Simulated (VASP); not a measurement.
# Pd (Fm-3m) in VASP: further runs

Runs on Pd. Level: PBE. Tasks: relaxation of cell and atoms.

Everything below comes from runs of VASP 6.6.1. Logs are shortened: lines on timing, memory, paths and dates and some standing lists are left out, and cuts for length are marked.

### 1 The cell of the first run

Symmetry: Fm-3m, No. 225, cubic system. The conventional cell has a = 3.630 Å, b = 3.630 Å, c = 3.630 Å, α = 90.00°, β = 90.00°, γ = 90.00°. Within 3.4 Å of Pd (site symmetry m-3m) lie 12 Pd at 2.57 Å.

### 2 Relaxation of cell and atoms, PBE, target pressure 82 GPa, at which the enthalpy is minimised

Input file INCAR:

```
PREC = Accurate
ENCUT = 600
EDIFF = 1E-7
ISMEAR = -1
SIGMA = 0.05
LREAL = False
LASPH = True
NELM = 80
ALGO = Normal
ISIF = 3
LWAVE = False
LCHARG = False
GGA = PE
IBRION = 2
NSW = 60
EDIFFG = -0.005
PSTRESS = 820.0
```

Input file KPOINTS:

```
Automatic mesh
0
Gamma
  18 18 18
```

Input file POSCAR:

```
Pd
1.0
    0.0000000000      1.8149771438      1.8149771438
    1.8149771438      0.0000000000      1.8149771438
    1.8149771438      1.8149771438      0.0000000000
Pd
1
Direct
    0.0000000000      0.0000000000      0.0000000000
```

Potentials or basis: VASP PAW PBE potentials, release 64 (Pd).

Launch:

```console
cat potpaw_PBE.64/Pd/POTCAR > POTCAR
mpirun -np 1 vasp_std > vasp.out
```

OUTCAR:

```text
PREC = Accurate
   ENCUT = 600
   EDIFF = 1E-7
   ISMEAR = -1
   LREAL = False
   LASPH = True
   NELM = 80
   ISIF = 3
   GGA = PE
   IBRION = 2
   NSW = 60
   EDIFFG = -0.005
   PSTRESS = 820.0

 ion  position               nearest neighbor table
   1  0.000  0.000  0.000-

  LATTYP: Found a face centered cubic cell.
 ALAT       =     3.6299542876

  Lattice vectors:

 A1 = (   0.0000000000,   1.8149771438,   1.8149771438)
 A2 = (   1.8149771438,   0.0000000000,   1.8149771438)
 A3 = (   1.8149771438,   1.8149771438,   0.0000000000)

Analysis of symmetry for initial positions (statically):
=====================================================================
 Subroutine PRICEL returns:
 Original cell was already a primitive cell.

 Routine SETGRP: Setting up the symmetry group for a
 face centered cubic supercell.

 Subroutine GETGRP returns: Found 48 space group operations
 (whereof 48 operations were pure point group operations)
 out of a pool of 48 trial point group operations.

The static configuration has the point symmetry O_h .

Analysis of symmetry for dynamics (positions and initial velocities):
=====================================================================
 Subroutine PRICEL returns:
 Original cell was already a primitive cell.

 Routine SETGRP: Setting up the symmetry group for a
 face centered cubic supercell.

 Subroutine GETGRP returns: Found 48 space group operations
 (whereof 48 operations were pure point group operations)
 out of a pool of 48 trial point group operations.

The dynamic configuration has the point symmetry O_h .

 Subroutine INISYM returns: Found 48 space group operations
 (whereof 48 operations are pure point group operations),
 and found     1 'primitive' translations

----------------------------------------------------------------------------------------

                                     Primitive cell

  volume of cell :      11.9576

  direct lattice vectors                    reciprocal lattice vectors
     0.000000000  1.814977144  1.814977144    -0.275485563  0.275485563  0.275485563
     1.814977144  0.000000000  1.814977144     0.275485563 -0.275485563  0.275485563
     1.814977144  1.814977144  0.000000000     0.275485563  0.275485563 -0.275485563

  length of vectors
     2.566765292  2.566765292  2.566765292     0.477154992  0.477154992  0.477154992

  position of ions in fractional coordinates (direct lattice)
     0.000000000  0.000000000  0.000000000

  ion indices of the primitive-cell ions
   primitive index   ion index
                 1           1

----------------------------------------------------------------------------------------

 KPOINTS: Automatic mesh

Automatic generation of k-mesh.
 Grid dimensions read from file:
 generate k-points for:   18   18   18

 Generating k-lattice:

  Cartesian coordinates                     Fractional coordinates (reciprocal lattice)
    -0.015304753  0.015304753  0.015304753     0.055555556  0.000000000  0.000000000
     0.015304753 -0.015304753  0.015304753     0.000000000  0.055555556  0.000000000
     0.015304753  0.015304753 -0.015304753     0.000000000  0.000000000  0.055555556

  Length of vectors
     0.026508611  0.026508611  0.026508611

  Shift w.r.t. Gamma in fractional coordinates (k-lattice)
     0.000000000  0.000000000  0.000000000

 Subroutine IBZKPT returns following result:
 ===========================================

 Found    195 irreducible k-points:

 Following reciprocal coordinates:
            Coordinates               Weight
  0.000000  0.000000  0.000000      1.000000
  0.055556  0.000000  0.000000      8.000000
  0.111111  0.000000  0.000000      8.000000
  0.166667  0.000000  0.000000      8.000000
  0.222222  0.000000  0.000000      8.000000
  0.277778  0.000000  0.000000      8.000000
[... 16 lines left out ...]
 -0.277778  0.055556  0.000000     24.000000
 -0.222222  0.055556  0.000000     24.000000
 [... further k-points ...]
   k-points           NKPTS =    195   k-points in BZ     NKDIM =    195   number of bands    NBANDS=      9
   number of dos      NEDOS =    301   number of ions     NIONS =      1
   total plane-waves  NPLWV =  13824
   dimension x,y,z NGX =    24 NGY =   24 NGZ =   24
   dimension x,y,z NGXF=    48 NGYF=   48 NGZF=   48
   ions per type =               1
   NGX,Y,Z   is equivalent  to a cutoff of  15.54, 15.54, 15.54 a.u.
   NGXF,Y,Z  is equivalent  to a cutoff of  31.09, 31.09, 31.09 a.u.
 SYSTEM =  unknown system
   PREC   = accura    normal or accurate (medium, high low for compatibility)
   ISTART =      0    job   : 0-new  1-cont  2-samecut
   ICHARG =      2    charge: 1-file 2-atom 10-const
   ISPIN  =      1    spin polarized calculation?
   LNONCOLLINEAR =      F non collinear calculations
   LSORBIT =      F    spin-orbit coupling
   LASPH  =      T    aspherical Exc in radial PAW
   ENCUT  =  600.0 eV  44.10 Ry    6.64 a.u.   5.13  5.13  5.13*2*pi/ulx,y,z
   NELM   =     80;   NELMIN=  2; NELMDL= -5     # of ELM steps
   EDIFF  = 0.1E-06   stopping-criterion for ELM
   LREAL  =      F    real-space projection
   EDIFFG = -.5E-02   stopping-criterion for IOM
   NSW    =     60    number of steps for IOM
   IBRION =      2    ionic relax: 0-MD 1-quasi-New 2-CG
   NFREE  =      1    steps in history (QN), initial steepest desc. (CG)
   ISIF   =      3    stress and relaxation
   ISYM   =      2    0-nonsym 1-usesym 2-fastsym
   POTIM  = 0.5000    time-step for ionic-motion
   TEBEG  =    0.0;   TEEND  =   0.0 temperature during run
   PSTRESS=  820.0 pullay stress
   NELECT =      10.0000    total number of electrons
   NUPDOWN=      -1.0000    fix difference up-down
   EMIN   =  10.00;   EMAX   =-10.00  energy-range for DOS
   EFERMI =   0.00;   METHOD = LEGACY
   ISMEAR =    -1;   SIGMA  =   0.05  broadening in eV -4-tet -1-fermi 0-gaus
   EFERMI_NEDOS =   21; number of points for ismear=-14 and -15
   IALGO  =     38    algorithm
   IMIX   =      4    mixing-type and parameters
     AMIX     =   0.40;   BMIX     =  1.00
     AMIX_MAG =   1.60;   BMIX_MAG =  1.00
  volume/ion in A,a.u.               =      11.96        80.69
  Fermi-wavevector in a.u.,A,eV,Ry     =   1.542388  2.914691 32.367731  2.378961
  Thomas-Fermi vector in A             =   2.648200
   LORBIT       =      0    0 simple, 1 ext, 2 COOP (PROOUT), +10 PAW based schemes
   GGA     = PE    functional components
   LHFCALC =     F    Hartree Fock is set to
   AEXX    =    0.0000 exact exchange contribution
   IVDW    =     0    specifies the selected vdW correction
   LEPSILON=     F    determine dielectric tensor
   LRPA    =     F    only Hartree local field effects (RPA)
 conjugate gradient relaxation of ions
 non-spin polarized calculation
  energy-cutoff  :      600.00
  volume of cell :       11.96
 maximum number of plane-waves:       411
 NGX is ok and might be reduce to    24
   NGX = 11   NGY = 11   NGZ = 11

--------------------------------------- Ionic step        1  -------------------------------------------

 number of electron      10.0000000 magnetization

 number of electron       9.9999999 magnetization

 Free energy of the ion-electron system (eV)
  ---------------------------------------------------
  ext. energy  EPLUGINS =         0.00000000
  ---------------------------------------------------
  free energy    TOTEN  =        -4.57751799 eV

  energy without entropy =       -4.56413936  energy(sigma->0) =       -4.57082867

------------------------ aborting loop because EDIFF is reached ----------------------------------------

  FORCE on cell =-STRESS in cart. coord.  units (eV):
  Direction    XX          YY          ZZ          XY          YZ          ZX
  --------------------------------------------------------------------------------------
  -------------------------------------------------------------------------------------
  Total        6.0428051      6.0428051      6.0428051      0.0000000      0.0000000     -0.0000000
  in kB      809.6656145    809.6656145    809.6656145      0.0000000      0.0000000     -0.0000000
  external PRESSURE =     -10.3343855 kB  Pullay stress =     820.0000000 kB
[... 59 lines left out ...]
  enthalpy is  TOTEN    =         1.5441051403 eV   P V=        6.0518728851

--------------------------------------- Ionic step        3  -------------------------------------------

 number of electron       9.9999999 magnetization

 Free energy of the ion-electron system (eV)
  ---------------------------------------------------
  ext. energy  EPLUGINS =         0.00000000
  ---------------------------------------------------
  free energy    TOTEN  =        -4.56586334 eV

  energy without entropy =       -4.55252267  energy(sigma->0) =       -4.55919300

 E-fermi :  13.8548     XC(G=0): -14.5507

 val. band max:       13.8423915096   @ k =   0.5000   0.0556   0.0000
 cond. band min:      13.8591978865   @ k =  -0.4444   0.3889   0.1111
 fundamental gap:      0.0168063769
 Fermi energy:        13.8547642314

 k-point     1 :       0.0000    0.0000    0.0000
  band No.  band energies     occupation
      1       4.9208      2.00000
      2       9.8506      2.00000
      3       9.8506      2.00000
      4       9.8506      2.00000
      5      12.1251      2.00000
      6      12.1251      2.00000
      7      30.8551      0.00000
      8      36.8969      0.00000
      9      36.8969      0.00000
[... 265 lines left out ...]
 k-point    24 :      -0.2222    0.0556    0.0000
  band No.  band energies     occupation
      1       6.8366      2.00000
      2       9.5714      2.00000
      3      10.2883      2.00000
      4      10.3336      2.00000
      5      11.9177      2.00000
      6      12.6757      2.00000
      7      30.4122      0.00000
      8      32.7461      0.00000
      9      38.5879      0.00000

 [... further k-points ...]

------------------------ aborting loop because EDIFF is reached ----------------------------------------

  FORCE on cell =-STRESS in cart. coord.  units (eV):
  Direction    XX          YY          ZZ          XY          YZ          ZX
  --------------------------------------------------------------------------------------
  -------------------------------------------------------------------------------------
  Total        6.1092895      6.1092895      6.1092895     -0.0000000      0.0000000      0.0000000
  in kB      820.1458547    820.1458547    820.1458547     -0.0000000      0.0000000      0.0000000
  external PRESSURE =       0.1458547 kB  Pullay stress =     820.0000000 kB
[... 16 lines left out ...]
  FREE ENERGIE OF THE ION-ELECTRON SYSTEM (eV)
  ---------------------------------------------------
  free  energy   TOTEN  =        -4.5658633358 eV

  energy  without entropy=       -4.5525226692  energy(sigma->0) =       -4.55919300

  enthalpy is  TOTEN    =         1.5423396788 eV   P V=        6.1082030146

 reached required accuracy - stopping structural energy minimisation
```

Run time: 58 s. Hardware: 1 thread of Intel Xeon 8259CL, shared host; peak memory 0.17 GiB.

Results:

* Free energy: -4.5659 eV
* Relaxed volume: 11.93 Å³/atom
* Relaxed cell: a = 2.565 Å, b = 2.565 Å, c = 2.565 Å, α = 60.00°, β = 60.00°, γ = 60.00°
* Space group after relaxing (to 0.1 Å): Fm-3m (No. 225)
* Energy change on relaxing (the run minimises the enthalpy): +11.7 meV/atom
* Ionic steps: 3
* Pressure after relaxing: 82.0 GPa
* Band gap on the k mesh: zero (bands 5 and 6 overlap by 2.29 eV)

The path:
```csv
step,energy change (eV),largest force (eV/Å),pressure (GPa),volume (Å³)
1,0.0000,0.0000,80.97,11.96
2,0.0698,0.0000,87.22,11.82
3,0.0117,0.0000,82.01,11.93
```

Final structure:
```xyz
1
Lattice="0.0000 1.8138 1.8138 1.8138 0.0000 1.8138 1.8138 1.8138 0.0000" Properties=species:S:1:pos:R:3 pbc="T T T"
Pd    0.0000    0.0000    0.0000
```

Levels at points of the mesh, in eV from the Fermi level:
```csv
k point,band 2,band 3,band 4,band 5,band 6,band 7,band 8,band 9
"(0.00, 0.00, 0.00)",-4.00,-4.00,-4.00,-1.73,-1.73,17.00,23.04,23.04
"(0.50, 0.00, 0.00)",-4.09,-4.09,-0.02,-0.02,0.53,9.25,16.44,23.06
"(0.50, 0.50, 0.00)",-7.14,-0.06,0.44,0.44,3.37,13.22,14.35,14.35
```

Caveat: the cell is relaxed towards a set pressure, so the run minimises the enthalpy, not the energy.

### 3 Relaxation of cell and atoms, PBE, target pressure 82 GPa, at which the enthalpy is minimised

Input file INCAR:

```
SYSTEM = Pd
PREC = Accurate ; ENCUT = 600
EDIFF = 1E-7 ; ISMEAR = -1
SIGMA = 0.05 ; LREAL = .FALSE.
LASPH = .TRUE. ; NELM = 60
ALGO = Normal ; ISIF = 3
LWAVE = .FALSE. ; LCHARG = .FALSE.
GGA = PE ; IBRION = 2
NSW = 32 ; EDIFFG = -0.005
PSTRESS = 820.0
```

Input file KPOINTS:

```
Automatic mesh
0
G
  18 18 18
  0 0 0
```

Input file POSCAR:

```
Pd
1.0
    0.0000000000      1.8145430673      1.8145430673
    1.8145430673      0.0000000000      1.8145430673
    1.8145430673      1.8145430673      0.0000000000
Pd
1
Direct
    0.0000000000      0.0000000000      0.0000000000
```

Potentials or basis: VASP PAW PBE potentials, release 64 (Pd).

Launch:

```console
cat potpaw_PBE.64/Pd/POTCAR > POTCAR
mpirun -np 1 vasp_std > vasp.out
```

Wall time 63 s (1 thread of Intel Xeon 8259CL, shared host); peak memory 0.17 GiB.

Results (log left out):

```yaml
Free_energy: -4.5658 eV
Relaxed_volume: 11.93 Å³/atom
Relaxed_cell: a = 2.565 Å, b = 2.565 Å, c = 2.565 Å, α = 60.00°, β = 60.00°, γ = 60.00°
Space_group_after_relaxing_to_0.1_Å: Fm-3m (No. 225)
Energy_change_on_relaxing_the_run_minimises_the_enthalpy: +7.3 meV/atom
Ionic_steps: 3
Pressure_after_relaxing: 82.0 GPa
Band_gap_on_the_k_mesh: zero (bands 5 and 6 overlap by 2.29 eV)
```

The path:
```
step  energy change (eV)  largest force (eV/Å)  pressure (GPa)  volume (Å³)
   1              0.0000                0.0000           81.36        11.95
   2              0.0429                0.0000           85.21        11.87
   3              0.0073                0.0000           82.02        11.93
```

Final structure:
```cif
data_structure
_symmetry_space_group_name_H-M 'P 1'
_symmetry_Int_Tables_number 1
_cell_length_a 2.5651
_cell_length_b 2.5651
_cell_length_c 2.5651
_cell_angle_alpha 60.000
_cell_angle_beta 60.000
_cell_angle_gamma 60.000
_cell_volume 11.93
loop_
_atom_site_label
_atom_site_type_symbol
_atom_site_fract_x
_atom_site_fract_y
_atom_site_fract_z
_atom_site_occupancy
Pd1 Pd 0.00000 0.00000 0.00000 1
```

Levels at points of the mesh, in eV from the Fermi level:
| k point | band 1 | band 2 | band 3 | band 4 | band 5 | band 6 | band 7 | band 8 | band 9 |
| --- | --- | --- | --- | --- | --- | --- | --- | --- | --- |
| (0.00, 0.00, 0.00) | -8.93 | -4.00 | -4.00 | -4.00 | -1.73 | -1.73 | 17.00 | 23.04 | 23.04 |
| (0.50, 0.00, 0.00) | -7.22 | -4.09 | -4.09 | -0.02 | -0.02 | 0.53 | 9.25 | 16.44 | 23.06 |
| (0.50, 0.50, 0.00) | -7.53 | -7.14 | -0.06 | 0.44 | 0.44 | 3.37 | 13.22 | 14.35 | 14.35 |

Caveat: the cell is relaxed towards a set pressure, so the run minimises the enthalpy, not the energy.
